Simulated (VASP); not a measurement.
Crystal: BN (Qingsongite).

```
B N
1.0
     0.00000    1.81233    1.81233
     1.81233    0.00000    1.81233
     1.81233    1.81233    0.00000
B N
1 1
Direct
  0.00000 0.00000 0.00000
  0.25000 0.25000 0.25000
```

| Property | Result |
| --- | --- |
| Program | VASP 6.6.1 |
| Task | relaxation of cell and atoms |
| Functional | LDA |
| Potentials or basis | VASP PAW LDA potentials, release 64 (B, N) |
| Cutoff | 600 eV |
| k mesh | 12 × 12 × 12 |
| Occupations | gaussian, width 0.02 eV |
| Spin | no spin polarisation |

At the start: pressure -13.2 GPa; volume 5.95 Å³/atom.

Task: How do energy, volume and symmetry change on relaxing?

Result: Over 3 steps the energy falls by 8.7 meV/atom and the volume is 5.75 Å³/atom (-3.4 %); space group F-43m (No. 216, to 0.05 Å).

The path:
```
step  energy change (eV)  largest force (eV/Å)  pressure (GPa)  volume (Å³)
   1              0.0000                0.0000          -13.21        11.91
   2              0.0026                0.0000           15.83        11.08
   3             -0.0174                0.0000           -0.10        11.50
```

Final structure:
```cif
data_structure
_symmetry_space_group_name_H-M 'P 1'
_symmetry_Int_Tables_number 1
_cell_length_a 2.5335
_cell_length_b 2.5335
_cell_length_c 2.5335
_cell_angle_alpha 60.000
_cell_angle_beta 60.000
_cell_angle_gamma 60.000
_cell_volume 11.50
loop_
_atom_site_label
_atom_site_type_symbol
_atom_site_fract_x
_atom_site_fract_y
_atom_site_fract_z
_atom_site_occupancy
B1 B 0.00000 0.00000 0.00000 1
N1 N 0.25000 0.25000 0.25000 1
```
